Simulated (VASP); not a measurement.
InP: single point with RPBE

The system is InP.

```
CELL_PARAMETERS angstrom
0.00000 2.79232 2.79232
2.79232 0.00000 2.79232
2.79232 2.79232 0.00000
ATOMIC_POSITIONS crystal
In 0.00000 0.00000 0.00000
P 0.50000 0.50000 0.50000
```

- Program: VASP 6.6.1
- Task: single point
- Functional: RPBE
- Potentials or basis: VASP PAW PBE potentials, release 64 (In_d, P)
- Cutoff: 520 eV
- k mesh: 8 × 8 × 8
- Occupations: fermi-dirac, width 0.05 eV
- Spin: no spin polarisation
- Dipole correction: no
- Further INCAR settings: ALGO = Normal; EDIFF = 1e-06; NBANDS = 16

The pressure is -0.1 GPa. The band gap on the k mesh is zero (band 9 reaches 7.12 eV, above the bottom of band 10 at 4.60 eV).

Levels at points of the mesh, in eV from the Fermi level:
| k point | band 7 | band 8 | band 9 | band 10 | band 11 | band 12 |
| --- | --- | --- | --- | --- | --- | --- |
| (0.00, 0.00, 0.00) | -0.36 | -0.36 | -0.36 | 0.32 | 6.97 | 6.97 |
| (0.50, 0.00, 0.00) | -6.57 | 0.03 | 0.03 | 2.43 | 3.34 | 3.34 |
| (0.50, 0.50, 0.00) | -4.88 | -2.57 | -2.34 | -2.34 | 3.80 | 9.63 |

It took 45 s on 1 thread of Intel Xeon 8259CL, on a shared host, peak memory 0.14 GiB.

Caveat: the PAW data sets were made with another functional, which shifts forces and pressure a little; spin-orbit coupling is left out, which moves the levels of the heavy elements.
